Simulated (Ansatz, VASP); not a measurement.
## Two plane-wave programs on AlAs

File INCAR:

```
PREC = Accurate
ENCUT = 520
EDIFF = 1E-6
ISMEAR = 0
SIGMA = 0.05
LREAL = Auto
LASPH = True
NELM = 80
ALGO = Normal
ISIF = 2
LWAVE = False
LCHARG = False
LDIPOL = True
IDIPOL = 3
DIPOL = 0.5 0.5 0.410
GGA = PE
IVDW = 12
NBANDS = 46
```

KPOINTS

```
regular mesh
0
Gamma
  2 2 1
```

Contents of POSCAR:

```
AlAs
1.0
    8.0103882437      0.0000000000      0.0000000000
   -4.0051941218      6.9371997132      0.0000000000
    0.0000000000      0.0000000000     23.8960841330
As Al
8 8
Direct
    0.5000000000      0.0000000000      0.3347828856
    0.5000000000      0.5000000000      0.3347828856
    0.0000000000      0.0000000000      0.3347828856
    0.0000000000      0.5000000000      0.3347828856
    0.6664772870      0.8334153515      0.4843843959
    0.6806162693      0.3387672844      0.4816190902
    0.1610177745      0.8191246378      0.4815340331
    0.1573725206      0.3423848268      0.4823822494
    0.1666666667      0.8333333333      0.3689958897
    0.1666666667      0.3333333333      0.3689958897
    0.6666666667      0.8333333333      0.3689958897
    0.6666666667      0.3333333333      0.3689958897
    0.3402453991      0.6697358351      0.4435031532
    0.3316950017      0.1680598448      0.4810877837
    0.8304657417      0.6692346414      0.4456724272
    0.8300260669      0.1596298165      0.4434942027
```

Input for Ansatz:

```yaml
crystal:
  lattice:
    - [8.0103882437, 0.0, 0.0]
    - [-4.0051941218, 6.9371997132, 0.0]
    - [0.0, 0.0, 23.896084133]
  atoms:
    - { symbol: As, position: [0.5, 0.0, 0.3347828856] }
    - { symbol: As, position: [0.5, 0.5, 0.3347828856] }
    - { symbol: As, position: [0.0, 0.0, 0.3347828856] }
    - { symbol: As, position: [0.0, 0.5, 0.3347828856] }
    - { symbol: Al, position: [0.1666666667, 0.8333333333, 0.3689958897] }
    - { symbol: Al, position: [0.1666666667, 0.3333333333, 0.3689958897] }
    - { symbol: Al, position: [0.6666666667, 0.8333333333, 0.3689958897] }
    - { symbol: Al, position: [0.6666666667, 0.3333333333, 0.3689958897] }
    - { symbol: As, position: [0.666477287, 0.8334153515, 0.4843843959] }
    - { symbol: As, position: [0.6806162693, 0.3387672844, 0.4816190902] }
    - { symbol: As, position: [0.1610177745, 0.8191246378, 0.4815340331] }
    - { symbol: As, position: [0.1573725206, 0.3423848268, 0.4823822494] }
    - { symbol: Al, position: [0.3402453991, 0.6697358351, 0.4435031532] }
    - { symbol: Al, position: [0.3316950017, 0.1680598448, 0.4810877837] }
    - { symbol: Al, position: [0.8304657417, 0.6692346414, 0.4456724272] }
    - { symbol: Al, position: [0.8300260669, 0.1596298165, 0.4434942027] }
basis:
  ecutwfc: 420
kpoints:
  mp_grid: { grid: [2, 2, 1] }
hamiltonian:
  xc: pbe
  dispersion: d3bj
scf:
  occupations: { method: gaussian, width: 0.05 }
output:
  forces: true
  eigenvalues: true
  write_density: true
  volumetric_format: npy
efield:
  axis: 3
  dipole_correction: true
  ramp_width: 0.04
```

Alike in both runs: task single point; functional PBE; dispersion D3(BJ); k mesh 2 × 2 × 1; occupations gaussian, width 0.05 eV; no spin polarisation.

|  | VASP | Ansatz |
| --- | --- | --- |
| version | VASP 6.6.1 | Ansatz 0.2.0 |
| potentials or method | VASP PAW PBE potentials, release 64 (As, Al), cutoff 520 eV | scalar-relativistic, plane waves, PAW |
| valence electrons in the cell | 64 | 144 |

|  | VASP | Ansatz | Ansatz less VASP |
| --- | --- | --- | --- |
| gap on the k mesh at the Fermi level (eV) | 0.55 | 0.55 | +0.005 |
| least direct gap on the mesh (eV) | 0.55 | 0.55 | +0.005 |
| rms of the force components (eV/Å) | 0.155 | 0.155 | 0.0000 |

VASP's potentials hold 64 valence electrons a cell and Ansatz's 144, so a difference there can come from the potentials and not from the codes.

The k mesh is coarse, so the values compare programs but aren't converged.
